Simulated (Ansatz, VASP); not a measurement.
## One calculation of Sr, two programs

INCAR

```
PREC = Accurate
ENCUT = 520
EDIFF = 1E-8
ISMEAR = -1
SIGMA = 0.08
LREAL = F
LASPH = T
NELM = 100
ALGO = Normal
ISIF = 2
LWAVE = F
LCHARG = F
GGA = PE
LEFG = T
NBANDS = 17
```

Contents of KPOINTS:

```
Automatic mesh
0
Gamma
  10 10 5
```

POSCAR

```
Sr
1.0
    4.3537576902      0.0000000000      0.0000000000
   -2.1768788451      3.7704647616      0.0000000000
    0.0000000000      0.0000000000      6.9090000000
Sr
2
Direct
    0.3333333333      0.6666666667      0.2500000000
    0.6666666667      0.3333333333      0.7500000000
```

Input for Ansatz:

```yaml
crystal:
  lattice:
    - [4.3537576902, 0.0, 0.0]
    - [-2.1768788451, 3.7704647616, 0.0]
    - [0.0, 0.0, 6.909]
  atoms:
    - { symbol: Sr, position: [0.3333333333, 0.6666666667, 0.25] }
    - { symbol: Sr, position: [0.6666666667, 0.3333333333, 0.75] }
kpoints:
  mp_grid: { grid: [10, 10, 5] }
scf:
  occupations: { method: fermi_dirac, width: 0.08 }
hamiltonian:
  xc: pbe
  pseudopotentials: { kind: paw }
output:
  forces: true
  stress: true
  eigenvalues: true
  efg: { contact_densities: true }
  write_density: true
  write_potential: true
  elf: true
  volumetric_format: npy
```

Change from the starting cell: z stretched by -2 % at fixed volume, PAW files.

Alike in both runs: task electric field gradients; functional PBE; k mesh 10 × 10 × 5; occupations fermi-dirac, width 0.08 eV; no spin polarisation.

```csv
,VASP,Ansatz
version,VASP 6.6.1,Ansatz 0.2.0
potentials or method,"VASP PAW PBE potentials, release 64 (Sr_sv)","PAW with Ansatz's default frozen-core files, scalar-relativistic"
plane-wave cutoff (eV),520,420
valence electrons in the cell,20,20
```

```tsv
	VASP	Ansatz	Ansatz less VASP
pressure (GPa)	-0.3	-0.3	0.00
traceless stress, the component that is largest in VASP (GPa)	0.42	0.42	0.000
size of Vzz on the site where it differs most (V/Å²)	2.7	2.6	-0.06
```
